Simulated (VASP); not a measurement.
# Cs4Br (Pm-3m) in VASP: notebook

Runs on Cs4Br. Level: PBE. Tasks: single point.

All numbers are computed with VASP 6.6.1; they aren't measurements. Logs are shortened: lines on timing, memory, paths and dates and some standing lists are left out, and cuts for length are marked.

## 1. The cell of the first run

The structure is cubic, space group Pm-3m (No. 221). The conventional cell has a = 7.558 Å, b = 7.558 Å, c = 7.558 Å, α = 90.00°, β = 90.00°, γ = 90.00°. Cs (site symmetry 4/mmm) has 2 Br at 3.78 Å within 5.0 Å. Br (site symmetry m-3m) has 6 Cs at 3.78 Å within 5.0 Å.

The cell was generated, and may not be a known phase.

## 2. Single point, PBE

INCAR

```
PREC = Accurate
ENCUT = 520
EDIFF = 1E-6
ISMEAR = 0
SIGMA = 0.1
LREAL = False
LASPH = True
NELM = 80
ALGO = Normal
ISIF = 2
LWAVE = False
LCHARG = False
GGA = PE
NBANDS = 30
```

KPOINTS

```
Automatic mesh
0
Gamma
  2 2 2
```

POSCAR

```
Cs4Br
1.0
    7.5581468000      0.0000000000      0.0000000000
    0.0000000000      7.5581468000      0.0000000000
    0.0000000000      0.0000000000      7.5581468000
Cs Br
4 1
Direct
    0.5000000000      0.0000000000      0.0000000000
    0.0000000000      0.5000000000      0.0000000000
    0.0000000000      0.0000000000      0.5000000000
    0.5000000000      0.5000000000      0.5000000000
    0.0000000000      0.0000000000      0.0000000000
```

Potentials or basis: VASP PAW PBE potentials, release 64 (Cs_sv, Br).

Started as:

```
$ cat potpaw_PBE.64/Cs_sv/POTCAR potpaw_PBE.64/Br/POTCAR > POTCAR
$ mpirun -np 1 vasp_std > vasp.out
```

OUTCAR:

```text
PREC = Accurate
   ENCUT = 520
   EDIFF = 1E-6
   ISMEAR = 0
   LREAL = False
   LASPH = True
   NELM = 80
   ISIF = 2
   GGA = PE

 ion  position               nearest neighbor table
   1  0.500  0.000  0.000-
   2  0.000  0.500  0.000-
   3  0.000  0.000  0.500-
   4  0.500  0.500  0.500-
   5  0.000  0.000  0.000-

  LATTYP: Found a simple cubic cell.
 ALAT       =     7.5581468000

  Lattice vectors:

 A1 = (   7.5581468000,   0.0000000000,   0.0000000000)
 A2 = (   0.0000000000,   7.5581468000,   0.0000000000)
 A3 = (   0.0000000000,   0.0000000000,   7.5581468000)

Analysis of symmetry for initial positions (statically):
=====================================================================
 Subroutine PRICEL returns:
 Original cell was already a primitive cell.

 Routine SETGRP: Setting up the symmetry group for a
 simple cubic supercell.

 Subroutine GETGRP returns: Found 48 space group operations
 (whereof 48 operations were pure point group operations)
 out of a pool of 48 trial point group operations.

The static configuration has the point symmetry O_h .

Analysis of symmetry for dynamics (positions and initial velocities):
=====================================================================
 Subroutine PRICEL returns:
 Original cell was already a primitive cell.

 Routine SETGRP: Setting up the symmetry group for a
 simple cubic supercell.

 Subroutine GETGRP returns: Found 48 space group operations
 (whereof 48 operations were pure point group operations)
 out of a pool of 48 trial point group operations.

The dynamic configuration has the point symmetry O_h .

 Subroutine INISYM returns: Found 48 space group operations
 (whereof 48 operations are pure point group operations),
 and found     1 'primitive' translations

----------------------------------------------------------------------------------------

                                     Primitive cell

  volume of cell :     431.7635

  direct lattice vectors                    reciprocal lattice vectors
     7.558146800  0.000000000  0.000000000     0.132307565  0.000000000  0.000000000
     0.000000000  7.558146800  0.000000000     0.000000000  0.132307565  0.000000000
     0.000000000  0.000000000  7.558146800     0.000000000  0.000000000  0.132307565

  length of vectors
     7.558146800  7.558146800  7.558146800     0.132307565  0.132307565  0.132307565

  position of ions in fractional coordinates (direct lattice)
     0.500000000  0.000000000  0.000000000
     0.000000000  0.500000000  0.000000000
     0.000000000  0.000000000  0.500000000
     0.500000000  0.500000000  0.500000000
     0.000000000  0.000000000  0.000000000

  ion indices of the primitive-cell ions
   primitive index   ion index
                 1           1
                 2           2
                 3           3
                 4           4
                 5           5

----------------------------------------------------------------------------------------

 KPOINTS: Automatic mesh

Automatic generation of k-mesh.
 Grid dimensions read from file:
 generate k-points for:    2    2    2

 Generating k-lattice:

  Cartesian coordinates                     Fractional coordinates (reciprocal lattice)
     0.066153783  0.000000000  0.000000000     0.500000000  0.000000000  0.000000000
     0.000000000  0.066153783  0.000000000     0.000000000  0.500000000  0.000000000
     0.000000000  0.000000000  0.066153783     0.000000000  0.000000000  0.500000000

  Length of vectors
     0.066153783  0.066153783  0.066153783

  Shift w.r.t. Gamma in fractional coordinates (k-lattice)
     0.000000000  0.000000000  0.000000000

 Subroutine IBZKPT returns following result:
 ===========================================

 Found      4 irreducible k-points:

 Following reciprocal coordinates:
            Coordinates               Weight
  0.000000  0.000000  0.000000      1.000000
  0.500000  0.000000  0.000000      3.000000
  0.500000  0.500000  0.000000      3.000000
  0.500000  0.500000  0.500000      1.000000
   k-points           NKPTS =      4   k-points in BZ     NKDIM =      4   number of bands    NBANDS=     30
   number of dos      NEDOS =    301   number of ions     NIONS =      5
   total plane-waves  NPLWV = 175616
   dimension x,y,z NGX =    56 NGY =   56 NGZ =   56
   dimension x,y,z NGXF=   112 NGYF=  112 NGZF=  112
   ions per type =               4   1
   NGX,Y,Z   is equivalent  to a cutoff of  12.32, 12.32, 12.32 a.u.
   NGXF,Y,Z  is equivalent  to a cutoff of  24.64, 24.64, 24.64 a.u.
 SYSTEM =  unknown system
   PREC   = accura    normal or accurate (medium, high low for compatibility)
   ISTART =      0    job   : 0-new  1-cont  2-samecut
   ICHARG =      2    charge: 1-file 2-atom 10-const
   ISPIN  =      1    spin polarized calculation?
   LNONCOLLINEAR =      F non collinear calculations
   LSORBIT =      F    spin-orbit coupling
   LASPH  =      T    aspherical Exc in radial PAW
   ENCUT  =  520.0 eV  38.22 Ry    6.18 a.u.  14.05 14.05 14.05*2*pi/ulx,y,z
   NELM   =     80;   NELMIN=  2; NELMDL= -5     # of ELM steps
   EDIFF  = 0.1E-05   stopping-criterion for ELM
   LREAL  =      F    real-space projection
   EDIFFG = 0.1E-04   stopping-criterion for IOM
   NSW    =      0    number of steps for IOM
   IBRION =     -1    ionic relax: 0-MD 1-quasi-New 2-CG
   NFREE  =      0    steps in history (QN), initial steepest desc. (CG)
   ISIF   =      2    stress and relaxation
   ISYM   =      2    0-nonsym 1-usesym 2-fastsym
   POTIM  = 0.5000    time-step for ionic-motion
   TEBEG  =    0.0;   TEEND  =   0.0 temperature during run
   PSTRESS=    0.0 pullay stress
   NELECT =      43.0000    total number of electrons
   NUPDOWN=      -1.0000    fix difference up-down
   EMIN   =  10.00;   EMAX   =-10.00  energy-range for DOS
   EFERMI =   0.00;   METHOD = LEGACY
   ISMEAR =     0;   SIGMA  =   0.10  broadening in eV -4-tet -1-fermi 0-gaus
   EFERMI_NEDOS =   21; number of points for ismear=-14 and -15
   IALGO  =     38    algorithm
   IMIX   =      4    mixing-type and parameters
     AMIX     =   0.40;   BMIX     =  1.00
     AMIX_MAG =   1.60;   BMIX_MAG =  1.00
  volume/ion in A,a.u.               =      86.35       582.74
  Fermi-wavevector in a.u.,A,eV,Ry     =   0.758838  1.433996  7.834710  0.575835
  Thomas-Fermi vector in A             =   1.857498
   LORBIT       =      0    0 simple, 1 ext, 2 COOP (PROOUT), +10 PAW based schemes
   GGA     = PE    functional components
   LHFCALC =     F    Hartree Fock is set to
   AEXX    =    0.0000 exact exchange contribution
   IVDW    =     0    specifies the selected vdW correction
   LEPSILON=     F    determine dielectric tensor
   LRPA    =     F    only Hartree local field effects (RPA)
 non-spin polarized calculation
 Gauss-broadening in eV      SIGMA  =   0.10
  energy-cutoff  :      520.00
  volume of cell :      431.76
 maximum number of plane-waves:     11656
   NGX = 29   NGY = 29   NGZ = 29

 number of electron      43.0000015 magnetization

 Free energy of the ion-electron system (eV)
  ---------------------------------------------------
  ext. energy  EPLUGINS =         0.00000000
  ---------------------------------------------------
  free energy    TOTEN  =        -8.33319697 eV

  energy without entropy =       -8.30267557  energy(sigma->0) =       -8.31793627

 E-fermi :   1.0692     XC(G=0):  -5.8454

 val. band max:        0.9595813602   @ k =   0.5000   0.5000   0.5000
 cond. band min:       1.1359906062   @ k =   0.5000   0.5000   0.0000
 fundamental gap:      0.1764092460
 Fermi energy:         1.0691718508

 k-point     1 :       0.0000    0.0000    0.0000
  band No.  band energies     occupation
      1     -22.8212      2.00000
      2     -22.8119      2.00000
      3     -22.8119      2.00000
      4     -22.6405      2.00000
      5     -14.9485      2.00000
      6      -9.7143      2.00000
      7      -9.7143      2.00000
      8      -9.7143      2.00000
      9      -9.6375      2.00000
     10      -9.6375      2.00000
     11      -9.6375      2.00000
     12      -9.5820      2.00000
     13      -9.5820      2.00000
     14      -9.5820      2.00000
     15      -9.4475      2.00000
     16      -9.4475      2.00000
     17      -9.4475      2.00000
     18      -3.0606      2.00000
     19      -3.0606      2.00000
     20      -3.0606      2.00000
     21      -0.5057      2.00000
     22       1.2248      0.02770
     23       1.2248      0.02770
     24       2.0007      0.00000
     25       2.0007      0.00000
     26       2.0007      0.00000
     27       2.8991      0.00000
     28       2.9202      0.00000
     29       2.9202      0.00000
     30       2.9202      0.00000

 k-point     2 :       0.5000    0.0000    0.0000
  band No.  band energies     occupation
      1     -22.8180      2.00000
      2     -22.8148      2.00000
      3     -22.8119      2.00000
      4     -22.6405      2.00000
      5     -14.9573      2.00000
      6      -9.6811      2.00000
      7      -9.6811      2.00000
      8      -9.6600      2.00000
      9      -9.6553      2.00000
     10      -9.6553      2.00000
     11      -9.6394      2.00000
     12      -9.5908      2.00000
     13      -9.5908      2.00000
     14      -9.5639      2.00000
     15      -9.4653      2.00000
     16      -9.4552      2.00000
     17      -9.4552      2.00000
     18      -3.3481      2.00000
     19      -3.0758      2.00000
     20      -3.0758      2.00000
     21       0.2577      2.00000
     22       0.5134      2.00000
     23       1.7323      0.00000
     24       2.2354      0.00000
     25       2.2354      0.00000
     26       2.4922      0.00000
     27       2.5745      0.00000
     28       2.6626      0.00000
     29       2.6626      0.00000
     30       2.7288      0.00000

 k-point     3 :       0.5000    0.5000    0.0000
  band No.  band energies     occupation
      1     -22.8149      2.00000
      2     -22.8147      2.00000
      3     -22.8147      2.00000
      4     -22.6406      2.00000
      5     -14.9661      2.00000
      6      -9.6967      2.00000
      7      -9.6618      2.00000
      8      -9.6618      2.00000
      9      -9.6471      2.00000
     10      -9.6471      2.00000
     11      -9.6250      2.00000
     12      -9.6003      2.00000
     13      -9.5781      2.00000
     14      -9.5473      2.00000
     15      -9.4640      2.00000
     16      -9.4527      2.00000
     17      -9.4527      2.00000
     18      -3.3638      2.00000
     19      -3.3638      2.00000
     20      -3.0910      2.00000
     21       0.8312      1.99924
     22       1.1360      0.34468
     23       1.1360      0.34468
     24       1.4305      0.00000
     25       2.3804      0.00000
     26       2.3804      0.00000
     27       2.3876      0.00000
     28       2.5510      0.00000
     29       2.8863      0.00000
     30       2.8863      0.00000

 k-point     4 :       0.5000    0.5000    0.5000
  band No.  band energies     occupation
      1     -22.8147      2.00000
      2     -22.8147      2.00000
      3     -22.8147      2.00000
      4     -22.6406      2.00000
      5     -14.9749      2.00000
      6      -9.7150      2.00000
      7      -9.7150      2.00000
      8      -9.7150      2.00000
      9      -9.6002      2.00000
     10      -9.6002      2.00000
     11      -9.6002      2.00000
     12      -9.5929      2.00000
     13      -9.5472      2.00000
     14      -9.5472      2.00000
     15      -9.4452      2.00000
     16      -9.4452      2.00000
     17      -9.4452      2.00000
     18      -3.3811      2.00000
     19      -3.3811      2.00000
     20      -3.3811      2.00000
     21       0.9596      1.87882
     22       1.4762      0.00000
     23       1.4762      0.00000
     24       1.4762      0.00000
     25       1.8321      0.00000
     26       1.8321      0.00000
     27       1.8321      0.00000
     28       3.3440      0.00000
     29       3.3567      0.00000
     30       3.3752      0.00000

------------------------ aborting loop because EDIFF is reached ----------------------------------------

  FORCE on cell =-STRESS in cart. coord.  units (eV):
  Direction    XX          YY          ZZ          XY          YZ          ZX
  --------------------------------------------------------------------------------------
  -------------------------------------------------------------------------------------
  Total        0.1150845      0.1150845      0.1150845     -0.0000000     -0.0000000      0.0000000
  in kB        0.4270525      0.4270525      0.4270525     -0.0000000     -0.0000000      0.0000000
  external PRESSURE =       0.4270525 kB  Pullay stress =       0.0000000 kB

 VOLUME and BASIS-vectors are now :
 -----------------------------------------------------------------------------
  energy-cutoff  :      520.00
  volume of cell :      431.76
      direct lattice vectors                 reciprocal lattice vectors
     7.558146800  0.000000000  0.000000000     0.132307565  0.000000000  0.000000000
     0.000000000  7.558146800  0.000000000     0.000000000  0.132307565  0.000000000
     0.000000000  0.000000000  7.558146800     0.000000000  0.000000000  0.132307565

 POSITION                                       TOTAL-FORCE (eV/Angst)
 -----------------------------------------------------------------------------------
      3.77907      0.00000      0.00000         0.000000      0.000000      0.000000
      0.00000      3.77907      0.00000         0.000000      0.000000      0.000000
      0.00000      0.00000      3.77907         0.000000      0.000000      0.000000
      3.77907      3.77907      3.77907         0.000000      0.000000      0.000000
      0.00000      0.00000      0.00000         0.000000      0.000000      0.000000
 -----------------------------------------------------------------------------------
    total drift:                               -0.000000     -0.000000      0.000000

  FREE ENERGIE OF THE ION-ELECTRON SYSTEM (eV)
  ---------------------------------------------------
  free  energy   TOTEN  =        -8.3331969692 eV

  energy  without entropy=       -8.3026755745  energy(sigma->0) =       -8.31793627
```

Wall time 38 s (1 thread of Intel Xeon 6975P-C (Granite Rapids), shared host); peak memory 0.38 GiB.

What came out:

```yaml
Free_energy: -8.3332 eV
Pressure: 0.0 GPa
Band_gap_on_the_k_mesh: zero (an odd number of electrons rules out a gap without spin polarisation)
```

Levels at points of the mesh, in eV from the Fermi level:
| k point | band 18 | band 19 | band 20 | band 21 | band 22 | band 23 | band 24 | band 25 |
| --- | --- | --- | --- | --- | --- | --- | --- | --- |
| (0.00, 0.00, 0.00) | -4.13 | -4.13 | -4.13 | -1.57 | 0.16 | 0.16 | 0.93 | 0.93 |
| (0.50, 0.00, 0.00) | -4.42 | -4.14 | -4.14 | -0.81 | -0.56 | 0.66 | 1.17 | 1.17 |
| (0.50, 0.50, 0.00) | -4.43 | -4.43 | -4.16 | -0.24 | 0.07 | 0.07 | 0.36 | 1.31 |
| (0.50, 0.50, 0.50) | -4.45 | -4.45 | -4.45 | -0.11 | 0.41 | 0.41 | 0.41 | 0.76 |

Caveat: the k points lie up to 0.42 Å⁻¹ apart, too coarse for converged energies and pressures of a metal; spin-orbit coupling is left out, which moves the levels of the heavy elements.

## 3. Single point, PBE

INCAR

```
SYSTEM = Cs4Br
  PREC = Accurate
  ENCUT = 520
  EDIFF = 1E-7
  ISMEAR = 0
  SIGMA = 0.1
  LREAL = .False.
  LASPH = .True.
  NELM = 60
  ALGO = Normal
  ISIF = 2
  LWAVE = .False.
  LCHARG = .False.
  GGA = PE
  NBANDS = 30
```

KPOINTS

```
Automatic mesh
0
Gamma
  6 6 6
  0 0 0
```

POSCAR is that of step 2.

Potentials or basis: VASP PAW PBE potentials, release 64 (Cs_sv, Br).

Started as:

```
$ cat potpaw_PBE.64/Cs_sv/POTCAR potpaw_PBE.64/Br/POTCAR > POTCAR
$ mpirun -np 1 vasp_std > vasp.out
```

It took 2.7 min on 1 thread of Intel Xeon 6975P-C (Granite Rapids), shared host; peak memory 0.52 GiB.

It converged, with:

```yaml
Free_energy: -8.4201 eV
Pressure: 0.0 GPa
Band_gap_on_the_k_mesh: zero (an odd number of electrons rules out a gap without spin polarisation)
```

Levels at points of the mesh, in eV from the Fermi level:
```tsv
k point	band 17	band 18	band 19	band 20	band 21	band 22	band 23	band 24	band 25	band 26
(0.00, 0.00, 0.00)	-10.58	-4.06	-4.06	-4.06	-1.58	0.14	0.14	0.95	0.95	0.95
(0.50, 0.00, 0.00)	-10.57	-4.35	-4.08	-4.08	-0.82	-0.55	0.64	1.18	1.18	1.46
(0.50, 0.50, 0.00)	-10.56	-4.37	-4.37	-4.10	-0.25	0.07	0.07	0.37	1.31	1.31
(0.50, 0.50, 0.50)	-10.56	-4.39	-4.39	-4.39	-0.11	0.41	0.41	0.41	0.76	0.76
```

Caveat: spin-orbit coupling is left out, which moves the levels of the heavy elements.

## 4. Single point, PBE

This run uses another cell than the first one: it holds 10 atoms, not 5.

INCAR

```
ALGO = Normal ; EDIFF = 1E-7
ENCUT = 520 ; GGA = PE
ISIF = 2 ; ISMEAR = 0
LASPH = True ; LCHARG = False
LREAL = False ; LWAVE = False
NBANDS = 54 ; NELM = 80
PREC = Accurate ; SIGMA = 0.2
```

KPOINTS

```
k-points
0
Gamma
  4 4 2
```

POSCAR

```
Cs4Br
1.0
    7.5581468000      0.0000000000      0.0000000000
    0.0000000000      7.5581468000      0.0000000000
    0.0000000000      0.0000000000     15.1162936000
Cs Br
8 2
Direct
    0.5000000000      0.0000000000      0.0000000000
    0.5000000000      0.0000000000      0.5000000000
    0.0000000000      0.5000000000      0.0000000000
    0.0000000000      0.5000000000      0.5000000000
    0.0000000000      0.0000000000      0.2500000000
    0.0000000000      0.0000000000      0.7500000000
    0.5000000000      0.5000000000      0.2500000000
    0.5000000000      0.5000000000      0.7500000000
    0.0000000000      0.0000000000      0.0000000000
    0.0000000000      0.0000000000      0.5000000000
```

Started as:

```
$ cat potpaw_PBE.64/Cs_sv/POTCAR potpaw_PBE.64/Br/POTCAR > POTCAR
$ mpirun -np 1 vasp_std > vasp.out
```

Run time: 8.3 min. Hardware: 1 thread of Intel Xeon 6975P-C (Granite Rapids), shared host; peak memory 0.91 GiB.

It converged, with:

```yaml
Free_energy: -16.9219 eV
Pressure: 0.0 GPa
Band_gap_on_the_k_mesh: zero (bands 43 and 44 overlap by 0.66 eV)
```

Levels at points of the mesh, in eV from the Fermi level:
```tsv
k point	band 40	band 41	band 42	band 43	band 44	band 45	band 46	band 47
(0.00, 0.00, 0.00)	-4.05	-1.56	-0.81	-0.54	0.16	0.16	0.66	0.96
(0.50, 0.00, 0.00)	-4.07	-0.81	-0.54	-0.24	0.08	0.08	0.38	0.66
(0.50, 0.50, 0.00)	-4.08	-0.24	-0.10	0.08	0.08	0.38	0.42	0.42
(0.00, 0.00, 0.50)	-4.06	-1.32	-1.32	0.01	0.01	0.36	0.36	1.06
(0.50, 0.00, 0.50)	-4.08	-0.62	-0.62	-0.33	-0.33	0.53	0.53	0.96
(0.50, 0.50, 0.50)	-4.23	-0.17	-0.17	0.21	0.21	0.21	0.21	0.41
```

Caveat: spin-orbit coupling is left out, which moves the levels of the heavy elements.

## 5. The runs side by side

| cell | k mesh | smearing | gap on the mesh (eV) | pressure (GPa) |
| --- | --- | --- | --- | --- |
| a = 7.558 Å, 5 atoms, atomic positions A | 2 × 2 × 2 | gaussian 0.1 eV | none | 0.0 |
| a = 7.558 Å, 5 atoms, atomic positions A | 6 × 6 × 6 | gaussian 0.1 eV | none | 0.0 |
| a = 7.558, b = 7.558, c = 15.116 Å, 10 atoms, atomic positions B | 4 × 4 × 2 | gaussian 0.2 eV | none | 0.0 |

Alike in all rows: task single point; level PBE; potentials or basis VASP PAW PBE potentials, release 64 (Cs_sv, Br); no spin polarisation; cutoff (eV) 520.

Caveats: some runs use coarse meshes; spin-orbit coupling is left out, which moves the levels of the heavy elements.

Total energies depend on the potentials used, so only differences within one code and one set of settings carry meaning.

The gap in the log of VASP goes by the Fermi energy; the results here count the filled bands.